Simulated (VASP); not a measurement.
# ZrC (Pm-3m) in VASP: further runs

Runs on ZrC. Level: PBE. Tasks: single point.

Everything below comes from runs of VASP 6.6.1. Logs are shortened: lines on timing, memory, paths and dates and some standing lists are left out, and cuts for length are marked.

## (1) The cell of the first run

Symmetry: Pm-3m, No. 221, cubic system. Conventional cell: a = 2.762 Å, b = 2.762 Å, c = 2.762 Å, α = 90.00°, β = 90.00°, γ = 90.00°. Within 3.2 Å of Zr (site symmetry m-3m) lie 8 C at 2.39 Å and 6 Zr at 2.76 Å. C (site symmetry m-3m) has 8 Zr at 2.39 Å and 6 C at 2.76 Å within 3.2 Å.

## (2) Single point, PBE

INCAR reads:

```
PREC = Accurate
ENCUT = 520
EDIFF = 1E-7
ISMEAR = 0
SIGMA = 0.05
LREAL = F
LASPH = T
NELM = 100
ALGO = Normal
ISIF = 2
LWAVE = F
LCHARG = F
GGA = PE
NBANDS = 15
```

KPOINTS reads:

```
Automatic mesh
0
Gamma
  12 12 12
```

POSCAR reads:

```
ZrC
1.0
    2.7619513118      0.0000000000      0.0000000000
    0.0000000000      2.7619513118      0.0000000000
    0.0000000000      0.0000000000      2.7619513118
Zr C
1 1
Direct
    0.0000000000      0.0000000000      0.0000000000
    0.5000000000      0.5000000000      0.5000000000
```

Potentials or basis: VASP PAW PBE potentials, release 64 (Zr_sv, C).

Launch:

```console
$ cat potpaw_PBE.64/Zr_sv/POTCAR potpaw_PBE.64/C/POTCAR > POTCAR
$ mpirun -np 1 vasp_std > vasp.out
```

OUTCAR:

```text
PREC = Accurate
   ENCUT = 520
   EDIFF = 1E-7
   ISMEAR = 0
   LREAL = F
   LASPH = T
   NELM = 100
   ISIF = 2
   GGA = PE

 ion  position               nearest neighbor table
   1  0.000  0.000  0.000-   2 2.39   2 2.39   2 2.39   2 2.39   2 2.39   2 2.39   2 2.39   2 2.39

   2  0.500  0.500  0.500-   1 2.39   1 2.39   1 2.39   1 2.39   1 2.39   1 2.39   1 2.39   1 2.39

  LATTYP: Found a simple cubic cell.
 ALAT       =     2.7619513118

  Lattice vectors:

 A1 = (   2.7619513118,   0.0000000000,   0.0000000000)
 A2 = (   0.0000000000,   2.7619513118,   0.0000000000)
 A3 = (   0.0000000000,   0.0000000000,   2.7619513118)

Analysis of symmetry for initial positions (statically):
=====================================================================
 Subroutine PRICEL returns:
 Original cell was already a primitive cell.

 Routine SETGRP: Setting up the symmetry group for a
 simple cubic supercell.

 Subroutine GETGRP returns: Found 48 space group operations
 (whereof 48 operations were pure point group operations)
 out of a pool of 48 trial point group operations.

The static configuration has the point symmetry O_h .

Analysis of symmetry for dynamics (positions and initial velocities):
=====================================================================
 Subroutine PRICEL returns:
 Original cell was already a primitive cell.

 Routine SETGRP: Setting up the symmetry group for a
 simple cubic supercell.

 Subroutine GETGRP returns: Found 48 space group operations
 (whereof 48 operations were pure point group operations)
 out of a pool of 48 trial point group operations.

The dynamic configuration has the point symmetry O_h .

 Subroutine INISYM returns: Found 48 space group operations
 (whereof 48 operations are pure point group operations),
 and found     1 'primitive' translations

----------------------------------------------------------------------------------------

                                     Primitive cell

  volume of cell :      21.0692

  direct lattice vectors                    reciprocal lattice vectors
     2.761951312  0.000000000  0.000000000     0.362062863  0.000000000  0.000000000
     0.000000000  2.761951312  0.000000000     0.000000000  0.362062863  0.000000000
     0.000000000  0.000000000  2.761951312     0.000000000  0.000000000  0.362062863

  length of vectors
     2.761951312  2.761951312  2.761951312     0.362062863  0.362062863  0.362062863

  position of ions in fractional coordinates (direct lattice)
     0.000000000  0.000000000  0.000000000
     0.500000000  0.500000000  0.500000000

  ion indices of the primitive-cell ions
   primitive index   ion index
                 1           1
                 2           2

----------------------------------------------------------------------------------------

 KPOINTS: Automatic mesh

Automatic generation of k-mesh.
 Grid dimensions read from file:
 generate k-points for:   12   12   12

 Generating k-lattice:

  Cartesian coordinates                     Fractional coordinates (reciprocal lattice)
     0.030171905  0.000000000  0.000000000     0.083333333  0.000000000  0.000000000
     0.000000000  0.030171905  0.000000000     0.000000000  0.083333333  0.000000000
     0.000000000  0.000000000  0.030171905     0.000000000  0.000000000  0.083333333

  Length of vectors
     0.030171905  0.030171905  0.030171905

  Shift w.r.t. Gamma in fractional coordinates (k-lattice)
     0.000000000  0.000000000  0.000000000

 Subroutine IBZKPT returns following result:
 ===========================================

 Found     84 irreducible k-points:

 Following reciprocal coordinates:
            Coordinates               Weight
  0.000000  0.000000  0.000000      1.000000
  0.083333  0.000000  0.000000      6.000000
  0.166667  0.000000  0.000000      6.000000
  0.250000  0.000000  0.000000      6.000000
  0.333333  0.000000  0.000000      6.000000
  0.416667  0.000000  0.000000      6.000000
[... 16 lines left out ...]
  0.333333  0.333333  0.000000     12.000000
  0.416667  0.333333  0.000000     24.000000
 [... further k-points ...]
   k-points           NKPTS =     84   k-points in BZ     NKDIM =     84   number of bands    NBANDS=     15
   number of dos      NEDOS =    301   number of ions     NIONS =      2
   total plane-waves  NPLWV =  13824
   dimension x,y,z NGX =    24 NGY =   24 NGZ =   24
   dimension x,y,z NGXF=    48 NGYF=   48 NGZF=   48
   ions per type =               1   1
   NGX,Y,Z   is equivalent  to a cutoff of  14.45, 14.45, 14.45 a.u.
   NGXF,Y,Z  is equivalent  to a cutoff of  28.89, 28.89, 28.89 a.u.
 SYSTEM =  unknown system
   PREC   = accura    normal or accurate (medium, high low for compatibility)
   ISTART =      0    job   : 0-new  1-cont  2-samecut
   ICHARG =      2    charge: 1-file 2-atom 10-const
   ISPIN  =      1    spin polarized calculation?
   LNONCOLLINEAR =      F non collinear calculations
   LSORBIT =      F    spin-orbit coupling
   LASPH  =      T    aspherical Exc in radial PAW
   ENCUT  =  520.0 eV  38.22 Ry    6.18 a.u.   5.14  5.14  5.14*2*pi/ulx,y,z
   NELM   =    100;   NELMIN=  2; NELMDL= -5     # of ELM steps
   EDIFF  = 0.1E-06   stopping-criterion for ELM
   LREAL  =      F    real-space projection
   EDIFFG = 0.1E-05   stopping-criterion for IOM
   NSW    =      0    number of steps for IOM
   IBRION =     -1    ionic relax: 0-MD 1-quasi-New 2-CG
   NFREE  =      0    steps in history (QN), initial steepest desc. (CG)
   ISIF   =      2    stress and relaxation
   ISYM   =      2    0-nonsym 1-usesym 2-fastsym
   POTIM  = 0.5000    time-step for ionic-motion
   TEBEG  =    0.0;   TEEND  =   0.0 temperature during run
   PSTRESS=    0.0 pullay stress
   NELECT =      16.0000    total number of electrons
   NUPDOWN=      -1.0000    fix difference up-down
   EMIN   =  10.00;   EMAX   =-10.00  energy-range for DOS
   EFERMI =   0.00;   METHOD = LEGACY
   ISMEAR =     0;   SIGMA  =   0.05  broadening in eV -4-tet -1-fermi 0-gaus
   EFERMI_NEDOS =   21; number of points for ismear=-14 and -15
   IALGO  =     38    algorithm
   IMIX   =      4    mixing-type and parameters
     AMIX     =   0.40;   BMIX     =  1.00
     AMIX_MAG =   1.60;   BMIX_MAG =  1.00
  volume/ion in A,a.u.               =      10.53        71.09
  Fermi-wavevector in a.u.,A,eV,Ry     =   1.493593  2.822481 30.352131  2.230819
  Thomas-Fermi vector in A             =   2.605973
   LORBIT       =      0    0 simple, 1 ext, 2 COOP (PROOUT), +10 PAW based schemes
   GGA     = PE    functional components
   LHFCALC =     F    Hartree Fock is set to
   AEXX    =    0.0000 exact exchange contribution
   IVDW    =     0    specifies the selected vdW correction
   LEPSILON=     F    determine dielectric tensor
   LRPA    =     F    only Hartree local field effects (RPA)
 non-spin polarized calculation
 Gauss-broadening in eV      SIGMA  =   0.05
  energy-cutoff  :      520.00
  volume of cell :       21.07
 maximum number of plane-waves:       587
 NGX is ok and might be reduce to    24
   NGX = 11   NGY = 11   NGZ = 11

 number of electron      16.0000001 magnetization

 Free energy of the ion-electron system (eV)
  ---------------------------------------------------
  ext. energy  EPLUGINS =         0.00000000
  ---------------------------------------------------
  free energy    TOTEN  =       -16.51987185 eV

  energy without entropy =      -16.51926265  energy(sigma->0) =      -16.51956725

 E-fermi :  12.6552     XC(G=0): -13.3061

 val. band max:       12.6338714239   @ k =   0.5000   0.2500   0.2500
 cond. band min:      12.7084364628   @ k =   0.4167   0.1667   0.1667
 fundamental gap:      0.0745650389
 Fermi energy:        12.6551678717

 k-point     1 :       0.0000    0.0000    0.0000
  band No.  band energies     occupation
      1     -35.7115      2.00000
      2     -12.8647      2.00000
      3     -12.8647      2.00000
      4     -12.8647      2.00000
      5       0.1286      2.00000
      6      10.1475      2.00000
      7      10.1475      2.00000
      8      14.0840      0.00000
      9      14.0840      0.00000
     10      14.0840      0.00000
     11      18.9410      0.00000
     12      18.9410      0.00000
     13      18.9410      0.00000
     14      23.5724      0.00000
     15      31.1927      0.00000

 k-point     2 :       0.0833    0.0000    0.0000
  band No.  band energies     occupation
      1     -35.6938      2.00000
      2     -13.0268      2.00000
      3     -12.8499      2.00000
      4     -12.8499      2.00000
      5       0.3082      2.00000
      6      10.1919      2.00000
      7      10.2207      2.00000
      8      13.8238      0.00000
      9      13.8238      0.00000
     10      14.0107      0.00000
     11      18.9795      0.00000
     12      19.1528      0.00000
     13      19.1528      0.00000
     14      23.8414      0.00000
     15      29.6199      0.00000

 k-point     3 :       0.1667    0.0000    0.0000
  band No.  band energies     occupation
      1     -35.6452      2.00000
      2     -13.4501      2.00000
      3     -12.8093      2.00000
      4     -12.8093      2.00000
      5       0.8035      2.00000
      6       9.9993      2.00000
      7      10.4294      2.00000
      8      13.1977      0.00000
      9      13.1977      0.00000
     10      14.2541      0.00000
     11      19.0868      0.00000
     12      19.6754      0.00000
     13      19.6754      0.00000
     14      24.4543      0.00000
     15      27.4082      0.00000
[... 343 lines left out ...]
 k-point    23 :       0.3333    0.3333    0.0000
  band No.  band energies     occupation
      1     -35.3152      2.00000
      2     -14.2436      2.00000
      3     -14.1472      2.00000
      4     -12.5494      2.00000
      5       2.4737      2.00000
      6       8.6031      2.00000
      7      10.6024      2.00000
      8      12.7796      0.00043
      9      13.1512      0.00000
     10      16.3043      0.00000
     11      18.6059      0.00000
     12      19.0953      0.00000
     13      19.3065      0.00000
     14      24.8430      0.00000
     15      29.7965      0.00000

 k-point    24 :       0.4167    0.3333    0.0000
  band No.  band energies     occupation
      1     -35.2664      2.00000
      2     -14.5244      2.00000
      3     -14.1177      2.00000
      4     -12.5128      2.00000
      5       2.3732      2.00000
      6       8.8612      2.00000
      7      10.5449      2.00000
      8      12.9664      0.00000
      9      13.0226      0.00000
     10      16.2340      0.00000
     11      18.3600      0.00000
     12      18.9609      0.00000
     13      19.6656      0.00000
     14      25.4143      0.00000
     15      29.6237      0.00000

 [... further k-points ...]
[... 5 lines left out ...]
  --------------------------------------------------------------------------------------
  -------------------------------------------------------------------------------------
  Total        5.9686239      5.9686239      5.9686239     -0.0000000     -0.0000000      0.0000000
  in kB      453.8755004    453.8755004    453.8755004     -0.0000000     -0.0000000      0.0000000
  external PRESSURE =     453.8755004 kB  Pullay stress =       0.0000000 kB

 VOLUME and BASIS-vectors are now :
 -----------------------------------------------------------------------------
  energy-cutoff  :      520.00
  volume of cell :       21.07
      direct lattice vectors                 reciprocal lattice vectors
     2.761951312  0.000000000  0.000000000     0.362062863  0.000000000  0.000000000
     0.000000000  2.761951312  0.000000000     0.000000000  0.362062863  0.000000000
     0.000000000  0.000000000  2.761951312     0.000000000  0.000000000  0.362062863

 POSITION                                       TOTAL-FORCE (eV/Angst)
 -----------------------------------------------------------------------------------
      0.00000      0.00000      0.00000         0.000000      0.000000      0.000000
      1.38098      1.38098      1.38098         0.000000      0.000000      0.000000
 -----------------------------------------------------------------------------------
    total drift:                                0.000000      0.000000     -0.000000

  FREE ENERGIE OF THE ION-ELECTRON SYSTEM (eV)
  ---------------------------------------------------
  free  energy   TOTEN  =       -16.5198718518 eV

  energy  without entropy=      -16.5192626473  energy(sigma->0) =      -16.51956725
```

It took 30 s on 1 thread of Intel Xeon 8259CL, shared host; peak memory 0.16 GiB.

Results:

| Property | Result |
| --- | --- |
| Free energy | -16.5199 eV |
| Pressure | 45.4 GPa |
| Band gap on the k mesh | zero (bands 8 and 9 overlap by 2.67 eV) |

Caveat: the cell stands under pressure.

## (3) Single point, PBE (11.80 Å³/atom)

This run uses another cell than the first one, of 11.80 Å³/atom.

INCAR reads:

```
PREC = Accurate ; ENCUT = 520
EDIFF = 1E-7 ; ISMEAR = 0
SIGMA = 0.05 ; LREAL = F
LASPH = T ; NELM = 100
ALGO = Normal ; ISIF = 2
LWAVE = F ; LCHARG = T
GGA = PE ; LELF = T
LVHAR = T ; NBANDS = 15
```

KPOINTS is that of step 2.

POSCAR reads:

```
ZrC
1.0
    2.8682831792      0.0000000000      0.0000000000
    0.0000000000      2.8682831792      0.0000000000
    0.0000000000      0.0000000000      2.8682831792
Zr C
1 1
Direct
    0.0000000000      0.0000000000      0.0000000000
    0.5000000000      0.5000000000      0.5000000000
```

Potentials or basis: VASP PAW PBE potentials, release 64 (Zr_sv, C).

Launch:

```console
$ cat potpaw_PBE.64/Zr_sv/POTCAR potpaw_PBE.64/C/POTCAR > POTCAR
$ mpirun -np 1 vasp_std > vasp.out
```

It took 42 s on 1 thread of Intel Xeon 8259CL, shared host; peak memory 0.16 GiB.

It converged, with:

```
Free energy            : -16.9492 eV
Pressure               : 11.8 GPa
Band gap on the k mesh : zero (bands 8 and 9 overlap by 2.28 eV)
```

Levels at points of the mesh, in eV from the Fermi level:
```
           k point  band 4  band 5  band 6  band 7  band 8  band 9  band 10  band 11  band 12  band 13
(0.00, 0.00, 0.00)  -25.89  -12.04   -2.09   -2.09    1.27    1.27     1.27     5.58     5.58     5.58
(0.50, 0.00, 0.00)  -25.73   -9.05   -5.82   -1.13   -1.13   -0.94     6.09     6.46     8.09     8.09
(0.50, 0.50, 0.00)  -25.60  -10.14   -2.19   -2.19   -0.59    1.97     2.78     2.78     4.63     8.00
(0.50, 0.50, 0.50)  -26.85   -7.27   -5.63   -5.63   -5.63    8.25     8.25     9.21     9.21     9.21
```

Caveat: the cell stands under pressure.

## (4) Single point, PBE (12.51 Å³/atom)

This run uses another cell than the first one, of 12.51 Å³/atom.

INCAR reads:

```
  PREC = Accurate
  ENCUT = 520
  EDIFF = 1E-6
  ISMEAR = 0
  SIGMA = 0.05
  LREAL = False
  LASPH = True
  NELM = 100
  ALGO = Normal
  ISIF = 2
  LWAVE = False
  LCHARG = False
  GGA = PE
  NBANDS = 15
```

KPOINTS is that of step 3.

POSCAR reads:

```
ZrC
1.0
    2.9245844448      0.0000000000      0.0000000000
    0.0000000000      2.9245844448      0.0000000000
    0.0000000000      0.0000000000      2.9245844448
Zr C
1 1
Direct
    0.0000000000      0.0000000000      0.0000000000
    0.5000000000      0.5000000000      0.5000000000
```

Launch:

```console
$ cat potpaw_PBE.64/Zr_sv/POTCAR potpaw_PBE.64/C/POTCAR > POTCAR
$ mpirun -np 1 vasp_std > vasp.out
```

Wall time 28 s (1 thread of Intel Xeon 8259CL, shared host); peak memory 0.16 GiB.

The run converged. Its results:

```
Free energy            : -16.9979 eV
Pressure               : -0.5 GPa
Band gap on the k mesh : zero (bands 8 and 9 overlap by 2.11 eV)
```

Levels at points of the mesh, in eV from the Fermi level:
| k point | band 4 | band 5 | band 6 | band 7 | band 8 | band 9 | band 10 | band 11 | band 12 | band 13 |
| --- | --- | --- | --- | --- | --- | --- | --- | --- | --- | --- |
| (0.00, 0.00, 0.00) | -26.09 | -11.78 | -1.91 | -1.91 | 1.20 | 1.20 | 1.20 | 5.23 | 5.23 | 5.23 |
| (0.50, 0.00, 0.00) | -25.96 | -9.05 | -5.61 | -1.03 | -1.03 | -0.85 | 5.69 | 6.05 | 7.59 | 7.59 |
| (0.50, 0.50, 0.00) | -25.85 | -9.85 | -2.17 | -2.17 | -0.60 | 1.92 | 2.66 | 2.66 | 4.20 | 7.44 |
| (0.50, 0.50, 0.50) | -26.92 | -7.27 | -5.26 | -5.26 | -5.26 | 7.66 | 7.66 | 8.62 | 8.62 | 8.62 |

## (5) Single point, PBE (12.46 Å³/atom)

This run uses another cell than the first one, of 12.46 Å³/atom.

INCAR reads:

```
PREC     = Accurate       # precision mode
ENCUT    = 520            # plane-wave cutoff, eV
EDIFF    = 1E-6           # SCF threshold, eV
ISMEAR   = 0              # smearing method
SIGMA    = 0.05           # smearing width, eV
LREAL    = False          # projectors in reciprocal space
LASPH    = True           # aspherical terms in the spheres
NELM     = 80             # most SCF steps
ALGO     = Normal         # electronic algorithm
ISIF     = 2              # what is computed and relaxed
LWAVE    = False          # write WAVECAR
LCHARG   = True           # write CHGCAR
GGA      = PE             # functional
LELF     = True           # ELF
LVHAR    = True         
NBANDS   = 15             # bands
```

KPOINTS reads:

```
regular mesh
0
Gamma
  12 12 12
```

POSCAR reads:

```
ZrC
1.0
    2.9210950464      0.0000000000      0.0000000000
    0.0000000000      2.9210950464      0.0000000000
    0.0000000000      0.0000000000      2.9210950464
Zr C
1 1
Direct
    0.0000000000      0.0000000000      0.0000000000
    0.5000000000      0.5000000000      0.5000000000
```

Launch:

```console
$ cat potpaw_PBE.64/Zr_sv/POTCAR potpaw_PBE.64/C/POTCAR > POTCAR
$ mpirun -np 1 vasp_std > vasp.out
```

Run time: 34 s. Hardware: 1 thread of Intel Xeon 8259CL, shared host; peak memory 0.16 GiB.

Results (log left out):

```
Free energy            : -16.9979 eV
Pressure               : 0.2 GPa
Band gap on the k mesh : zero (bands 8 and 9 overlap by 2.12 eV)
```

Levels at points of the mesh, in eV from the Fermi level:
```
           k point  band 4  band 5  band 6  band 7  band 8  band 9  band 10  band 11  band 12  band 13
(0.00, 0.00, 0.00)  -26.08  -11.79   -1.92   -1.92    1.20    1.20     1.20     5.25     5.25     5.25
(0.50, 0.00, 0.00)  -25.95   -9.05   -5.62   -1.03   -1.03   -0.86     5.71     6.08     7.62     7.62
(0.50, 0.50, 0.00)  -25.84   -9.87   -2.18   -2.18   -0.59    1.92     2.66     2.66     4.23     7.48
(0.50, 0.50, 0.50)  -26.91   -7.27   -5.28   -5.28   -5.28    7.70     7.70     8.65     8.65     8.65
```

(Continued in part 2 of 2.)
